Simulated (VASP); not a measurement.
Cl, 4 atoms in the cell. Symmetry: Cmce, No. 64, orthorhombic system. The conventional cell has a = 6.906 Å, b = 3.884 Å, c = 8.005 Å, α = 90.00°, β = 90.00°, γ = 90.00°. Cl (site symmetry m) has 1 Cl at 2.03 Å within 2.7 Å. 

```yaml
Program: VASP 6.6.1
Task: single point
Functional: PBEsol
Potentials_or_basis: VASP PAW PBE potentials, release 64 (Cl)
Cutoff: 520 eV
k_mesh: 7 × 7 × 4
Occupations: fermi-dirac, width 0.05 eV
Spin: no spin polarisation
Dipole_correction: no
Further_INCAR_settings: ALGO = Normal; EDIFF = 1e-06; NBANDS = 22
```

Potentials or basis: VASP PAW PBE potentials, release 64 (Cl).

The run is started by

```bash
$ cat potpaw_PBE.64/Cl/POTCAR > POTCAR
$ mpirun -np 1 vasp_std > vasp.out
```

Hardware: 1 thread of Intel(R) Xeon(R) 6975P-C (Granite Rapids), with other jobs on the host.

Problem. Estimate the wall time of this run.

Solution. Wall time 47 s on 1 thread of Intel(R) Xeon(R) 6975P-C (Granite Rapids), with other jobs on the host, peak memory 0.25 GiB. Counts: scf iterations 12, k points 48.
